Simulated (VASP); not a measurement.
Here is a VASP 6.6.1 calculation.

Contents of INCAR:

```
SYSTEM = Mg8Si4HO
PREC = Accurate ; ENCUT = 520
EDIFF = 1E-7 ; ISMEAR = 0
SIGMA = 0.1 ; LREAL = .False.
LASPH = .True. ; NELM = 60
ALGO = Normal ; ISIF = 2
LWAVE = .False. ; LCHARG = .False.
GGA = PS ; NBANDS = 32
```

The input KPOINTS:

```
Automatic mesh
0
Gamma
  3 3 1
  0 0 0
```

File POSCAR:

```
Mg8Si4HO
1.0
    6.3910000000      0.0000000000      0.0000000000
    0.0000000000      6.3910000000      0.0000000000
    0.0000000000      0.0000000000     15.7932500000
Mg Si O H
8 4 1 1
Direct
    0.1739843530      0.7994561102      0.3468633752
    0.2628965733      0.2632861837      0.3564669083
    0.2466843999      0.2468338288      0.1529740237
    0.2456477859      0.7439539978      0.1509087743
    0.7517455797      0.7519125332      0.1534509996
    0.7440214364      0.2457313409      0.1510665632
    0.7987756220      0.1746346425      0.3472265683
    0.6754368643      0.6759425755      0.3496858468
    0.0000000000      0.0000000000      0.0633181897
   -0.0115745580      0.4931733688      0.2612245105
    0.4929594743     -0.0111991864      0.2611860763
    0.5000000000      0.5000000000      0.0633181897
    0.0500639962      1.0505119700      0.3968379529
   -0.1080547645      0.8932581756      0.4059182246
```

Potentials or basis: VASP PAW PBE potentials, release 64 (Mg, Si, O, H).

Launch:

```console
$ cat potpaw_PBE.64/Mg/POTCAR potpaw_PBE.64/Si/POTCAR potpaw_PBE.64/O/POTCAR potpaw_PBE.64/H/POTCAR > POTCAR
$ mpirun -np 1 vasp_std > vasp.out
```

(1) Estimate the largest force.

## Answers

(1) 0.060 eV/Å.

Caveat: the PAW data sets were made with another functional, which shifts forces and pressure a little; an odd number of electrons without spin polarisation forces a metal; a magnetic or distorted state may lie lower.
